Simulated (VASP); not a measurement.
# Ge (P6_3/mmc) in VASP: notebook

Ge is run at these levels: LDA; tasks: single point.

All numbers are computed with VASP 6.6.1; they aren't measurements. Logs are shortened: lines on timing, memory, paths and dates and some standing lists are left out, and cuts for length are marked.

## 1. The cell of the first run

Symmetry: P6_3/mmc, No. 194, hexagonal system. Conventional cell: a = 2.745 Å, b = 2.745 Å, c = 4.490 Å, α = 90.00°, β = 90.00°, γ = 120.00°. Ge (site symmetry -6m2) has 12 Ge at 2.75 Å within 3.6 Å.

## 2. Single point, LDA

The input, INCAR:

```
  PREC = Accurate
  ENCUT = 520
  EDIFF = 1E-7
  ISMEAR = -1
  SIGMA = 0.05
  LREAL = False
  LASPH = True
  NELM = 80
  ALGO = Normal
  ISIF = 2
  LWAVE = False
  LCHARG = True
  GGA = CA
  LELF = True
  LVHAR = True
  NBANDS = 21
```

The input, KPOINTS:

```
Automatic mesh
0
Gamma
  16 16 9
```

The input, POSCAR:

```
Ge
1.0
    2.7452740690      0.0000000000      0.0000000000
   -1.3726370345      2.3774770841      0.0000000000
    0.0000000000      0.0000000000      4.4900548395
Ge
2
Direct
    0.3333333333      0.6666666667      0.2500000000
    0.6666666667      0.3333333333      0.7500000000
```

Potentials or basis: VASP PAW LDA potentials, release 64 (Ge_d).

Command:

```console
$ cat potpaw_LDA.64/Ge_d/POTCAR > POTCAR
$ mpirun -np 1 vasp_std > vasp.out
```

OUTCAR:

```text
PREC = Accurate
   ENCUT = 520
   EDIFF = 1E-7
   ISMEAR = -1
   LREAL = False
   LASPH = True
   NELM = 80
   ISIF = 2
   GGA = CA

 ion  position               nearest neighbor table
   1  0.333  0.667  0.250-   2 2.75   2 2.75   2 2.75   2 2.75   2 2.75   2 2.75
   2  0.667  0.333  0.750-   1 2.75   1 2.75   1 2.75   1 2.75   1 2.75   1 2.75

  LATTYP: Found a hexagonal cell.
 ALAT       =     2.7452740690
 C/A-ratio  =     1.6355579540

  Lattice vectors:

 A1 = (   2.7452740690,   0.0000000000,   0.0000000000)
 A2 = (  -1.3726370345,   2.3774770841,   0.0000000000)
 A3 = (   0.0000000000,   0.0000000000,   4.4900548395)

Analysis of symmetry for initial positions (statically):
=====================================================================
 Subroutine PRICEL returns:
 Original cell was already a primitive cell.

 Routine SETGRP: Setting up the symmetry group for a
 hexagonal supercell.

 Subroutine GETGRP returns: Found 24 space group operations
 (whereof 12 operations were pure point group operations)
 out of a pool of 24 trial point group operations.

The static configuration has the point symmetry D_3d.
 The point group associated with its full space group is D_6h.

Analysis of symmetry for dynamics (positions and initial velocities):
=====================================================================
 Subroutine PRICEL returns:
 Original cell was already a primitive cell.

 Routine SETGRP: Setting up the symmetry group for a
 hexagonal supercell.

 Subroutine GETGRP returns: Found 24 space group operations
 (whereof 12 operations were pure point group operations)
 out of a pool of 24 trial point group operations.

The dynamic configuration has the point symmetry D_3d.
 The point group associated with its full space group is D_6h.

 Subroutine INISYM returns: Found 24 space group operations
 (whereof 12 operations are pure point group operations),
 and found     1 'primitive' translations

----------------------------------------------------------------------------------------

                                     Primitive cell

  volume of cell :      29.3058

  direct lattice vectors                    reciprocal lattice vectors
     2.745274069  0.000000000  0.000000000     0.364262356  0.210306969  0.000000000
    -1.372637035  2.377477084  0.000000000     0.000000000  0.420613938  0.000000000
     0.000000000  0.000000000  4.490054839     0.000000000  0.000000000  0.222714429

  length of vectors
     2.745274069  2.745274069  4.490054839     0.420613938  0.420613938  0.222714429

  position of ions in fractional coordinates (direct lattice)
     0.333333333  0.666666667  0.250000000
     0.666666667  0.333333333  0.750000000

  ion indices of the primitive-cell ions
   primitive index   ion index
                 1           1
                 2           2

----------------------------------------------------------------------------------------

 KPOINTS: Automatic mesh

Automatic generation of k-mesh.
 Grid dimensions read from file:
 generate k-points for:   16   16    9

 Generating k-lattice:

  Cartesian coordinates                     Fractional coordinates (reciprocal lattice)
     0.022766397  0.013144186  0.000000000     0.062500000  0.000000000  0.000000000
     0.000000000  0.026288371  0.000000000     0.000000000  0.062500000  0.000000000
     0.000000000  0.000000000  0.024746048     0.000000000  0.000000000  0.111111111

  Length of vectors
     0.026288371  0.026288371  0.024746048

  Shift w.r.t. Gamma in fractional coordinates (k-lattice)
     0.000000000  0.000000000  0.000000000

 Subroutine IBZKPT returns following result:
 ===========================================

 Found    150 irreducible k-points:

 Following reciprocal coordinates:
            Coordinates               Weight
  0.000000  0.000000  0.000000      1.000000
  0.062500  0.000000  0.000000      6.000000
  0.125000  0.000000  0.000000      6.000000
  0.187500  0.000000  0.000000      6.000000
  0.250000  0.000000  0.000000      6.000000
  0.312500  0.000000  0.000000      6.000000
[... 16 lines left out ...]
  0.187500  0.187500  0.000000      6.000000
  0.250000  0.187500  0.000000     12.000000
 [... further k-points ...]
   k-points           NKPTS =    150   k-points in BZ     NKDIM =    150   number of bands    NBANDS=     21
   number of dos      NEDOS =    301   number of ions     NIONS =      2
   total plane-waves  NPLWV =  14400
   dimension x,y,z NGX =    20 NGY =   20 NGZ =   36
   dimension x,y,z NGXF=    40 NGYF=   40 NGZF=   72
   ions per type =               2
   NGX,Y,Z   is equivalent  to a cutoff of  12.11, 12.11, 13.33 a.u.
   NGXF,Y,Z  is equivalent  to a cutoff of  24.22, 24.22, 26.66 a.u.
 SYSTEM =  unknown system
   PREC   = accura    normal or accurate (medium, high low for compatibility)
   ISTART =      0    job   : 0-new  1-cont  2-samecut
   ICHARG =      2    charge: 1-file 2-atom 10-const
   ISPIN  =      1    spin polarized calculation?
   LNONCOLLINEAR =      F non collinear calculations
   LSORBIT =      F    spin-orbit coupling
   LASPH  =      T    aspherical Exc in radial PAW
   ENCUT  =  520.0 eV  38.22 Ry    6.18 a.u.   5.10  5.10  8.35*2*pi/ulx,y,z
   NELM   =     80;   NELMIN=  2; NELMDL= -5     # of ELM steps
   EDIFF  = 0.1E-06   stopping-criterion for ELM
   LREAL  =      F    real-space projection
   EDIFFG = 0.1E-05   stopping-criterion for IOM
   NSW    =      0    number of steps for IOM
   IBRION =     -1    ionic relax: 0-MD 1-quasi-New 2-CG
   NFREE  =      0    steps in history (QN), initial steepest desc. (CG)
   ISIF   =      2    stress and relaxation
   ISYM   =      2    0-nonsym 1-usesym 2-fastsym
   POTIM  = 0.5000    time-step for ionic-motion
   TEBEG  =    0.0;   TEEND  =   0.0 temperature during run
   PSTRESS=    0.0 pullay stress
   NELECT =      28.0000    total number of electrons
   NUPDOWN=      -1.0000    fix difference up-down
   EMIN   =  10.00;   EMAX   =-10.00  energy-range for DOS
   EFERMI =   0.00;   METHOD = LEGACY
   ISMEAR =    -1;   SIGMA  =   0.05  broadening in eV -4-tet -1-fermi 0-gaus
   EFERMI_NEDOS =   21; number of points for ismear=-14 and -15
   IALGO  =     38    algorithm
   IMIX   =      4    mixing-type and parameters
     AMIX     =   0.40;   BMIX     =  1.00
     AMIX_MAG =   1.60;   BMIX_MAG =  1.00
  volume/ion in A,a.u.               =      14.65        98.88
  Fermi-wavevector in a.u.,A,eV,Ry     =   1.612413  3.047019 35.373454  2.599876
  Thomas-Fermi vector in A             =   2.707647
   LORBIT       =      0    0 simple, 1 ext, 2 COOP (PROOUT), +10 PAW based schemes
   GGA     = CA    functional components
   LHFCALC =     F    Hartree Fock is set to
   AEXX    =    0.0000 exact exchange contribution
   IVDW    =     0    specifies the selected vdW correction
   LEPSILON=     F    determine dielectric tensor
   LRPA    =     F    only Hartree local field effects (RPA)
 non-spin polarized calculation
  energy-cutoff  :      520.00
  volume of cell :       29.31
 maximum number of plane-waves:       803
   NGX = 11   NGY = 11   NGZ = 17

 number of electron      28.0000003 magnetization

 Free energy of the ion-electron system (eV)
  ---------------------------------------------------
  ext. energy  EPLUGINS =         0.00000000
  ---------------------------------------------------
  free energy    TOTEN  =        -9.35435819 eV

  energy without entropy =       -9.35006561  energy(sigma->0) =       -9.35221190

 E-fermi :   9.6849     XC(G=0): -12.9234

 val. band max:        9.6692892741   @ k =   0.3125   0.1250   0.2222
 cond. band min:       9.6899984843   @ k =   0.3750   0.0000   0.2222
 fundamental gap:      0.0207092102
 Fermi energy:         9.6849310689

 k-point     1 :       0.0000    0.0000    0.0000
  band No.  band energies     occupation
      1     -15.4396      2.00000
      2     -15.4105      2.00000
      3     -15.3968      2.00000
      4     -15.3968      2.00000
      5     -15.3795      2.00000
      6     -15.3795      2.00000
[... 13 lines left out ...]
     20      23.7867      0.00000
     21      26.0947      0.00000

 k-point     2 :       0.0625    0.0000    0.0000
  band No.  band energies     occupation
      1     -15.4372      2.00000
      2     -15.4141      2.00000
      3     -15.3905      2.00000
      4     -15.3897      2.00000
      5     -15.3784      2.00000
      6     -15.3728      2.00000
[... 13 lines left out ...]
     20      24.2519      0.00000
     21      25.8113      0.00000

 k-point     3 :       0.1250    0.0000    0.0000
  band No.  band energies     occupation
      1     -15.4410      2.00000
      2     -15.4120      2.00000
      3     -15.3835      2.00000
      4     -15.3695      2.00000
      5     -15.3668      2.00000
      6     -15.3535      2.00000
[... 13 lines left out ...]
     20      24.8687      0.00000
     21      25.4051      0.00000

 k-point     4 :       0.1875    0.0000    0.0000
  band No.  band energies     occupation
      1     -15.4580      2.00000
      2     -15.4010      2.00000
      3     -15.3807      2.00000
      4     -15.3697      2.00000
      5     -15.3593      2.00000
      6     -15.3393      2.00000
[... 13 lines left out ...]
     20      23.8578      0.00000
     21      25.6766      0.00000

 k-point     5 :       0.2500    0.0000    0.0000
  band No.  band energies     occupation
      1     -15.4789      2.00000
      2     -15.4024      2.00000
      3     -15.3922      2.00000
      4     -15.3714      2.00000
      5     -15.3641      2.00000
      6     -15.3057      2.00000
[... 13 lines left out ...]
     20      23.4023      0.00000
     21      25.3525      0.00000
[... 382 lines left out ...]
     20      20.5676      0.00000
     21      27.4529      0.00000

 k-point    22 :       0.4375    0.1250    0.0000
  band No.  band energies     occupation
      1     -15.5002      2.00000
      2     -15.4659      2.00000
      3     -15.4010      2.00000
      4     -15.3926      2.00000
      5     -15.3255      2.00000
      6     -15.3102      2.00000
[... 13 lines left out ...]
     20      20.4750      0.00000
     21      27.4275      0.00000

 k-point    23 :       0.1875    0.1875    0.0000
  band No.  band energies     occupation
      1     -15.4355      2.00000
      2     -15.4310      2.00000
      3     -15.4220      2.00000
      4     -15.3847      2.00000
      5     -15.3400      2.00000
      6     -15.3178      2.00000
[... 13 lines left out ...]
     20      23.7178      0.00000
     21      24.7665      0.00000

 k-point    24 :       0.2500    0.1875    0.0000
  band No.  band energies     occupation
      1     -15.4474      2.00000
      2     -15.4442      2.00000
      3     -15.4096      2.00000
      4     -15.3871      2.00000
      5     -15.3318      2.00000
      6     -15.3086      2.00000
[... 13 lines left out ...]
     20      23.6512      0.00000
     21      26.7437      0.00000

 [... further k-points ...]

------------------------ aborting loop because EDIFF is reached ----------------------------------------

  FORCE on cell =-STRESS in cart. coord.  units (eV):
  Direction    XX          YY          ZZ          XY          YZ          ZX
  --------------------------------------------------------------------------------------
  -------------------------------------------------------------------------------------
  Total        4.6334927      4.6334927      4.6212104      0.0000000      0.0000000     -0.0000000
  in kB      253.3176027    253.3176027    252.6461210      0.0000000      0.0000000     -0.0000000
  external PRESSURE =     253.0937755 kB  Pullay stress =       0.0000000 kB

 VOLUME and BASIS-vectors are now :
 -----------------------------------------------------------------------------
  energy-cutoff  :      520.00
  volume of cell :       29.31
      direct lattice vectors                 reciprocal lattice vectors
     2.745274069  0.000000000  0.000000000     0.364262356  0.210306969  0.000000000
    -1.372637035  2.377477084  0.000000000     0.000000000  0.420613938  0.000000000
     0.000000000  0.000000000  4.490054839     0.000000000  0.000000000  0.222714429

 POSITION                                       TOTAL-FORCE (eV/Angst)
 -----------------------------------------------------------------------------------
     -0.00000      1.58498      1.12251         0.000000      0.000000      0.000000
      1.37264      0.79249      3.36754        -0.000000      0.000000      0.000000
 -----------------------------------------------------------------------------------
    total drift:                               -0.000000      0.000000      0.000000

  FREE ENERGIE OF THE ION-ELECTRON SYSTEM (eV)
  ---------------------------------------------------
  free  energy   TOTEN  =        -9.3543581867 eV

  energy  without entropy=       -9.3500656088  energy(sigma->0) =       -9.35221190
```

Wall time 36 s (1 thread of Intel Xeon Platinum 8375C at 2.90GHz (Ice Lake), shared host); peak memory 0.18 GiB.

What came out:

```
Free energy            : -9.3544 eV
Pressure               : 25.3 GPa
Band gap on the k mesh : zero (band 14 reaches 18.27 eV, above the bottom of band 15 at 6.20 eV)
```

## 3. Single point, LDA

The input, INCAR:

```
SYSTEM = Ge
ALGO = Normal
EDIFF = 1E-6
ENCUT = 520
GGA = CA
ISIF = 2
ISMEAR = -1
LASPH = .True.
LCHARG = .False.
LREAL = .False.
LWAVE = .False.
NBANDS = 21
NELM = 100
PREC = Accurate
SIGMA = 0.05
```

The input, KPOINTS:

```
k-points
0
Gamma
  16 16 9
  0 0 0
```

The input, POSCAR:

```
Ge
1.0
    2.7457749507      0.0000000000      0.0000000000
   -1.3728874754      2.3779108604      0.0000000000
    0.0000000000      0.0000000000      4.4903671437
Ge
2
Direct
    0.3333333333      0.6666666667      0.2500000000
    0.6666666667      0.3333333333      0.7500000000
```

Potentials or basis: VASP PAW LDA potentials, release 64 (Ge_d).

Command:

```console
$ cat potpaw_LDA.64/Ge_d/POTCAR > POTCAR
$ mpirun -np 1 vasp_std > vasp.out
```

Run time: 36 s. Hardware: 1 thread of Intel Xeon Platinum 8375C at 2.90GHz (Ice Lake), shared host; peak memory 0.18 GiB.

The run converged. Its results:

* Free energy: -9.3564 eV
* Pressure: 25.1 GPa
* Band gap on the k mesh: zero (band 14 reaches 18.26 eV, above the bottom of band 15 at 6.20 eV)

Levels at points of the mesh, in eV from the Fermi level:
```tsv
k point	band 11	band 12	band 13	band 14	band 15	band 16	band 17	band 18
(0.00, 0.00, 0.00)	-15.67	-8.64	-7.31	8.51	8.51	10.84	10.84	11.63
(0.50, 0.00, 0.00)	-9.36	-8.34	-2.25	-2.02	-1.54	0.99	3.02	7.25
```
